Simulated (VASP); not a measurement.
Runs of VASP 6.6.1 on Ti3Se. The structure is that of space group P6/mmm (No. 191), or close to it. The cells are those of the table. 

```tsv
task	spin	cell	k mesh	cutoff (eV)	gap on the mesh (eV)	pressure (GPa)	moment (μB)
single point	collinear, ferromagnetic start	a = 4.050, b = 4.050, c = 5.600 Å, angles 90.0, 90.0, 120.0°, 4 atoms	6 × 6 × 4	520	none	26.3	0.28
single point	collinear, ferromagnetic start	a = 5.223, b = 5.223, c = 2.943 Å, angles 90.0, 90.0, 120.0°, 4 atoms	6 × 6 × 4	520	none	-0.1	(a)
relaxation of cell and atoms	off	relaxed from a = 5.223, b = 5.223, c = 2.943 Å, angles 90.0, 90.0, 120.0°, 4 atoms	6 × 6 × 6	600	none	0.1	-
single point	off	a = 5.207, b = 5.207, c = 2.985 Å, angles 90.0, 90.0, 120.0°, 4 atoms	12 × 12 × 16	520	none	-0.1	-
single point	off	a = 5.214, b = 5.214, c = 2.990 Å, angles 90.0, 90.0, 120.0°, 4 atoms	6 × 6 × 6	520	none	-0.3	-
```

Alike in all rows: level PBE; potentials or basis VASP PAW PBE potentials, release 64 (Ti_sv, Se); smearing gaussian 0.1 eV.

Question: Estimate the missing entries.

Answer: (a) 0.00.

Caveats: some runs use coarse meshes.

A k mesh can miss the band edges, and the runs leave out spin-orbit coupling on Se.

A gap of «none» marks levels without a gap at the run's occupations.
